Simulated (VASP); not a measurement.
Wanted: the native input for a VASP 6.6.1 run.

- Task: relaxation of cell and atoms
- Functional: PBE
- Potentials or basis: VASP PAW PBE potentials, release 64 (Si, Ge_d)
- Cutoff: 600 eV
- k mesh: 8 × 8 × 8
- Occupations: gaussian, width 0.1 eV
- Spin: no spin polarisation
- Dipole correction: no
- Further INCAR settings: ALGO = Normal; EDIFF = 1e-07; IBRION = 2; EDIFFG = -0.01; NSW = 100; ISIF = 3

The structure of SiGe2 lies in POSCAR:

```
SiGe2
1.0
    0.0000000000      3.8247204700      3.8247204700
    3.8247204700      0.0000000000      3.8247204700
    3.8247204700      3.8247204700      0.0000000000
Si Ge
2 4
Direct
    0.5000000000      0.5000000000      0.5000000000
    0.7500000000      0.7500000000      0.7500000000
    0.1250000000      0.6250000000      0.1250000000
    0.1250000000      0.1250000000      0.6250000000
    0.6250000000      0.1250000000      0.1250000000
    0.1250000000      0.1250000000      0.1250000000
```

The cell was built from a structure type or drawn by symmetry, and may not be a known phase.

The input as run:

INCAR

```
ALGO = Normal ; EDIFF = 1E-7
EDIFFG = -0.01 ; ENCUT = 600
GGA = PE ; IBRION = 2
ISIF = 3 ; ISMEAR = 0
LASPH = True ; LCHARG = False
LREAL = False ; LWAVE = False
NELM = 100 ; NSW = 100
PREC = Accurate ; SIGMA = 0.1
```

KPOINTS

```
k-points
0
Gamma
  8 8 8
```

Potentials or basis: VASP PAW PBE potentials, release 64 (Si, Ge_d).

Run with:

```console
$ cat potpaw_PBE.64/Si/POTCAR potpaw_PBE.64/Ge_d/POTCAR > POTCAR
$ mpirun -np 1 vasp_std > vasp.out
```

It gave:

```
Relaxed volume                        : 19.34 Å³/atom
Relaxed cell                          : a = 5.475 Å, b = 5.475 Å, c = 5.475 Å, α = 60.00°, β = 60.00°, γ = 60.00°
Space group after relaxing (to 0.1 Å) : Fd-3m (No. 227)
Energy gained by relaxing             : 5.0 meV/atom
Ionic steps                           : 3
Pressure after relaxing               : 0.0 GPa
Band gap on the k mesh                : zero (bands 32 and 33 overlap by 1.85 eV)
```

Wall time 6.2 min on 1 thread of Intel(R) Xeon(R) Platinum 8259CL CPU @ 2.50GHz (Skylake/Cascade Lake), with other jobs on the host, peak memory 0.4 GiB.
